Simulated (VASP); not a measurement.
# Ir (P6_3/mmc) in VASP: further runs, part 2 of 2

VASP 6.6.1. The steps go on from the part before.

**3. Single point, PBE**

This run uses another cell than the first one, of 13.61 Å³/atom, 0.997 times its volume.

INCAR

```
ALGO = Normal ; EDIFF = 1E-6
ENCUT = 520 ; GGA = PE
ISIF = 2 ; ISMEAR = 0
LASPH = True ; LCHARG = False
LREAL = False ; LWAVE = False
NBANDS = 16 ; NELM = 100
PREC = Accurate ; SIGMA = 0.15
```

KPOINTS

```
k-points
0
Gamma
  18 18 10
```

POSCAR

```
Ir
1.0
    2.6929000000      0.0000000000      0.0000000000
   -1.3464500000      2.3321198099      0.0000000000
    0.0000000000      0.0000000000      4.3342000000
Ir
2
Direct
    0.6666666667      0.3333333333      0.7500000000
    0.3333333333      0.6666666667      0.2500000000
```

Potentials or basis: VASP PAW PBE potentials, release 64 (Ir).

Started as:

```
$ cat potpaw_PBE.64/Ir/POTCAR > POTCAR
$ mpirun -np 1 vasp_std > vasp.out
```

It took 27 s on 1 thread of AMD EPYC 9R45 (Zen 5), shared host; peak memory 0.17 GiB.

It converged, with:

```yaml
Free_energy: -17.4004 eV
Pressure: 28.7 GPa
Band_gap_on_the_k_mesh: zero (band 9 reaches 12.32 eV, above the bottom of band 10 at 8.72 eV)
```

Stress tensor (GPa, compression positive):
```
27.31  0.00  0.00
 0.00 27.31  0.00
 0.00  0.00 31.45
```

Levels at points of the mesh, in eV from the Fermi level:
| k point | band 7 | band 8 | band 9 | band 10 | band 11 | band 12 |
| --- | --- | --- | --- | --- | --- | --- |
| (0.00, 0.00, 0.00) | -3.40 | -2.63 | -2.63 | -0.87 | 0.27 | 0.27 |
| (0.50, 0.00, 0.00) | -3.15 | 0.70 | 1.07 | 1.17 | 3.08 | 4.59 |
| (0.00, 0.00, 0.50) | -4.27 | -4.27 | -0.52 | -0.52 | -0.52 | -0.52 |
| (0.50, 0.00, 0.50) | -1.09 | -1.09 | 0.98 | 0.98 | 2.08 | 2.08 |

Caveat: spin-orbit coupling is left out, which moves the levels of the heavy elements.

**4. Single point, PBE**

This run uses another cell than the first one, of 14.99 Å³/atom, 1.098 times its volume.

INCAR

```
SYSTEM = Ir
PREC     = Accurate       ! precision mode
ENCUT    = 520            ! plane-wave cutoff, eV
EDIFF    = 1E-7           ! SCF threshold, eV
ISMEAR   = 0              ! smearing method
SIGMA    = 0.15           ! smearing width, eV
LREAL    = .False.        ! projectors in reciprocal space
LASPH    = .True.         ! aspherical terms in the spheres
NELM     = 80             ! most SCF steps
ALGO     = Fast           ! electronic algorithm
ISIF     = 2              ! what is computed and relaxed
LWAVE    = .False.        ! write WAVECAR
LCHARG   = .False.        ! write CHGCAR
GGA      = PE             ! functional
NBANDS   = 16             ! bands
```

KPOINTS

```
regular mesh
0
Gamma
  18 18 10
  0 0 0
```

POSCAR

```
Ir
1.0
    2.8119000000      0.0000000000      0.0000000000
   -1.4059500000      2.4351768329      0.0000000000
    0.0000000000      0.0000000000      4.3787000000
Ir
2
Direct
    0.6666666667      0.3333333333      0.7500000000
    0.3333333333      0.6666666667      0.2500000000
```

Potentials or basis: VASP PAW PBE potentials, release 64 (Ir).

Started as:

```
$ cat potpaw_PBE.64/Ir/POTCAR > POTCAR
$ mpirun -np 1 vasp_std > vasp.out
```

OUTCAR:

```text
SYSTEM = Ir
   PREC = Accurate
   ENCUT = 520
   EDIFF = 1E-7
   ISMEAR = 0
   LREAL = .False.
   LASPH = .True.
   NELM = 80
   ISIF = 2
   GGA = PE

 ion  position               nearest neighbor table
   1  0.667  0.333  0.750-   2 2.73   2 2.73   2 2.73   2 2.73   2 2.73   2 2.73
   2  0.333  0.667  0.250-   1 2.73   1 2.73   1 2.73   1 2.73   1 2.73   1 2.73

  LATTYP: Found a hexagonal cell.
 ALAT       =     2.8119000000
 C/A-ratio  =     1.5572033145

  Lattice vectors:

 A1 = (   2.8119000000,   0.0000000000,   0.0000000000)
 A2 = (  -1.4059500000,   2.4351768329,   0.0000000000)
 A3 = (   0.0000000000,   0.0000000000,   4.3787000000)

Analysis of symmetry for initial positions (statically):
=====================================================================
 Subroutine PRICEL returns:
 Original cell was already a primitive cell.

 Routine SETGRP: Setting up the symmetry group for a
 hexagonal supercell.

 Subroutine GETGRP returns: Found 24 space group operations
 (whereof 12 operations were pure point group operations)
 out of a pool of 24 trial point group operations.

The static configuration has the point symmetry D_3d.
 The point group associated with its full space group is D_6h.

[... 158 lines left out ...]
  ---------------------------------------------------
  free energy    TOTEN  =       -17.51246425 eV

  energy without entropy =      -17.48142835  energy(sigma->0) =      -17.49694630

 E-fermi :   9.5784     XC(G=0): -13.6418

 val. band max:        9.5776057803   @ k =   0.0556   0.0000   0.4000
 cond. band min:       9.5832038939   @ k =   0.4444   0.0556   0.2000
 fundamental gap:      0.0055981136
 Fermi energy:         9.5783800896

 k-point     1 :       0.0000    0.0000    0.0000
  band No.  band energies     occupation
      1      -1.0775      2.00000
      2       2.0306      2.00000
      3       5.9964      2.00000
      4       5.9964      2.00000
      5       6.2968      2.00000
      6       6.6853      2.00000
[... 433 lines left out ...]
      3       3.2878      2.00000
      4       5.4433      2.00000
      5       5.6505      2.00000
      6       6.4043      2.00000
[... 8 lines left out ...]
     15      20.0170      0.00000
     16      22.2996      0.00000

 [... further k-points ...]
[... 5 lines left out ...]
  --------------------------------------------------------------------------------------
  -------------------------------------------------------------------------------------
  Total       -2.2635177     -2.2635177      0.0460688     -0.0000000      0.0000000      0.0000000
  in kB     -120.9536319   -120.9536319      2.4617374     -0.0000000      0.0000000      0.0000000
  external PRESSURE =     -79.8151755 kB  Pullay stress =       0.0000000 kB

 VOLUME and BASIS-vectors are now :
 -----------------------------------------------------------------------------
  energy-cutoff  :      520.00
  volume of cell :       29.98
      direct lattice vectors                 reciprocal lattice vectors
     2.811900000  0.000000000  0.000000000     0.355631424  0.205323898  0.000000000
    -1.405950000  2.435176833  0.000000000     0.000000000  0.410647796  0.000000000
     0.000000000  0.000000000  4.378700000     0.000000000  0.000000000  0.228378286

 POSITION                                       TOTAL-FORCE (eV/Angst)
 -----------------------------------------------------------------------------------
      1.40595      0.81173      3.28403        -0.000000     -0.000000      0.000000
     -0.00000      1.62345      1.09468         0.000000      0.000000      0.000000
 -----------------------------------------------------------------------------------
    total drift:                               -0.000000      0.000000     -0.000000

  FREE ENERGIE OF THE ION-ELECTRON SYSTEM (eV)
  ---------------------------------------------------
  free  energy   TOTEN  =       -17.5124642505 eV

  energy  without entropy=      -17.4814283550  energy(sigma->0) =      -17.49694630
```

stdout:

```text
POSCAR found type information on POSCAR Ir
 POSCAR found :  1 types and       2 ions
 scaLAPACK will be used
 LDA part: xc-table for (Slater+PW92), standard interpolation
 POSCAR, INCAR and KPOINTS ok, starting setup
 FFT: planning ... GRIDC
 FFT: planning ... GRID_SOFT
 FFT: planning ... GRID
 WAVECAR not read
 entering main loop
```

It took 90 s on 1 thread of AMD EPYC 9R45 (Zen 5), shared host; peak memory 0.19 GiB.

Results:

```
Free energy            : -17.5125 eV
Pressure               : -8.0 GPa
Band gap on the k mesh : zero (band 9 reaches 10.39 eV, above the bottom of band 10 at 7.40 eV)
```

Stress tensor (GPa, compression positive):
```
-12.10   0.00   0.00
  0.00 -12.10   0.00
  0.00   0.00   0.25
```

Levels at points of the mesh, in eV from the Fermi level:
```tsv
k point	band 5	band 6	band 7	band 8	band 9	band 10	band 11	band 12	band 13	band 14
(0.00, 0.00, 0.00)	-3.28	-2.89	-2.89	-2.54	-2.54	-0.30	0.20	0.20	7.07	14.07
(0.50, 0.00, 0.00)	-3.38	-3.11	-2.55	0.35	0.82	1.01	2.58	3.88	8.06	10.24
(0.00, 0.00, 0.50)	-3.80	-3.80	-3.80	-3.80	-0.46	-0.46	-0.46	-0.46	13.63	13.63
(0.50, 0.00, 0.50)	-2.15	-2.15	-0.92	-0.92	0.64	0.64	1.86	1.86	7.03	7.03
```

Caveat: spin-orbit coupling is left out, which moves the levels of the heavy elements.

**5. Single point, PBE**

This run uses another cell than the first one, of 15.04 Å³/atom, 1.102 times its volume.

INCAR

```
ALGO = Normal
EDIFF = 1E-6
ENCUT = 520
GGA = PE
ISIF = 2
ISMEAR = 0
LASPH = True
LCHARG = False
LREAL = False
LWAVE = False
NBANDS = 16
NELM = 60
PREC = Accurate
SIGMA = 0.15
```

KPOINTS

```
k-points
0
Gamma
  18 18 10
```

POSCAR

```
Ir
1.0
    2.7478111495      0.0000000000      0.0000000000
   -1.3739055747      2.3796742603      0.0000000000
    0.0000000000      0.0000000000      4.6014000000
Ir
2
Direct
    0.6666666667      0.3333333333      0.7500000000
    0.3333333333      0.6666666667      0.2500000000
```

Started as:

```
$ cat potpaw_PBE.64/Ir/POTCAR > POTCAR
$ mpirun -np 1 vasp_std > vasp.out
```

Wall time 44 s (1 thread of AMD EPYC 9R45 (Zen 5), shared host); peak memory 0.18 GiB.

It converged, with:

```
Free energy            : -17.5161 eV
Pressure               : -9.6 GPa
Band gap on the k mesh : zero (band 9 reaches 10.49 eV, above the bottom of band 10 at 7.31 eV)
```

Stress tensor (GPa, compression positive):
```
 -6.29   0.00   0.00
  0.00  -6.29   0.00
  0.00   0.00 -16.21
```

Levels at points of the mesh, in eV from the Fermi level:
| k point | band 7 | band 8 | band 9 | band 10 | band 11 | band 12 |
| --- | --- | --- | --- | --- | --- | --- |
| (0.00, 0.00, 0.00) | -2.93 | -1.88 | -1.88 | -0.90 | 0.30 | 0.30 |
| (0.50, 0.00, 0.00) | -2.86 | 0.77 | 0.86 | 1.18 | 2.84 | 4.28 |
| (0.00, 0.00, 0.50) | -3.50 | -3.50 | -0.39 | -0.39 | -0.39 | -0.39 |
| (0.50, 0.00, 0.50) | -0.79 | -0.79 | 1.05 | 1.05 | 1.95 | 1.95 |

Caveat: spin-orbit coupling is left out, which moves the levels of the heavy elements.

**6. The runs side by side**

```csv
cell,gap on the mesh (eV),pressure (GPa)
"a = 2.684, b = 2.684, c = 4.379 Å, angles 90.0, 90.0, 120.0°, 2 atoms",none,26.9
"a = 2.693, b = 2.693, c = 4.334 Å, angles 90.0, 90.0, 120.0°, 2 atoms",none,28.7
"a = 2.812, b = 2.812, c = 4.379 Å, angles 90.0, 90.0, 120.0°, 2 atoms",none,-8.0
"a = 2.748, b = 2.748, c = 4.601 Å, angles 90.0, 90.0, 120.0°, 2 atoms",none,-9.6
```

Alike in all rows: task single point; level PBE; potentials or basis VASP PAW PBE potentials, release 64 (Ir); no spin polarisation; k mesh 18 × 18 × 10; cutoff (eV) 520; smearing gaussian 0.15 eV.

Caveats: spin-orbit coupling is left out, which moves the levels of the heavy elements.

Total energies depend on the potentials used, so only differences within one code and one set of settings carry meaning.
